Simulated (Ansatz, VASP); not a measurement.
Mn: VASP beside Ansatz

File INCAR:

```
PREC = Accurate
ENCUT = 520
EDIFF = 1E-6
ISMEAR = -1
SIGMA = 0.1
LREAL = False
LASPH = True
NELM = 60
ALGO = Normal
ISIF = 2
LWAVE = False
LCHARG = False
GGA = PS
NBANDS = 20
```

Contents of KPOINTS:

```
regular mesh
0
Gamma
  17 17 9
```

File POSCAR:

```
Mn
1.0
    2.5479671389      0.0000000000      0.0000000000
   -1.2739835694      2.2066042703      0.0000000000
    0.0000000000      0.0000000000      4.1160314010
Mn
2
Direct
    0.3333333333      0.6666666667      0.2500000000
    0.6666666667      0.3333333333      0.7500000000
```

Input for Ansatz:

```yaml
crystal:
  lattice:
    - [2.5479671389, 0.0, 0.0]
    - [-1.2739835694, 2.2066042703, 0.0]
    - [0.0, 0.0, 4.116031401]
  atoms:
    - { symbol: Mn, position: [0.3333333333, 0.6666666667, 0.25] }
    - { symbol: Mn, position: [0.6666666667, 0.3333333333, 0.75] }
hamiltonian:
  xc: pbesol
  pseudopotentials:
    kind: paw
    azcp:
      Mn: "pseudopotentials/Mn.paw.azcp"
basis:
  ecutwfc: 420
  fft_grid_basis: typed
kpoints:
  mp_grid: { grid: [17, 17, 9], shift: [0, 0, 0] }
magnetization:
  spin_polarized: false
scf:
  occupations: { method: fermi_dirac, width: 0.1 }
  lower_state_search: "off"
output:
  stress: true
```

Alike in both runs: task single point; functional PBEsol; k mesh 17 × 17 × 9; occupations fermi-dirac, width 0.1 eV; no spin polarisation.

|  | VASP | Ansatz |
| --- | --- | --- |
| version | VASP 6.6.1 | Ansatz 0.2.0 |
| potentials or method | VASP PAW PBE potentials, release 64 (Mn_pv), cutoff 520 eV | plane waves (420 eV) with PAW, scalar-relativistic |
| valence electrons in the cell | 26 | 30 |

VASP gave:

```
pressure (GPa)                                                : -27.2
traceless stress, the component that is largest in VASP (GPa) : -0.28
```

Problem. What did Ansatz give for the same quantities?

Solution. Pressure (GPa): -27.2; traceless stress, the component that is largest in VASP (GPa): -0.17.

VASP's potentials were made for PBE, not for PBEsol, and Ansatz warns of the same on its side. With one functional, cell and mesh, what is left measures potentials, basis and numerics. VASP's potentials hold 26 valence electrons a cell and Ansatz's 30, so a difference there can come from the potentials and not from the codes.
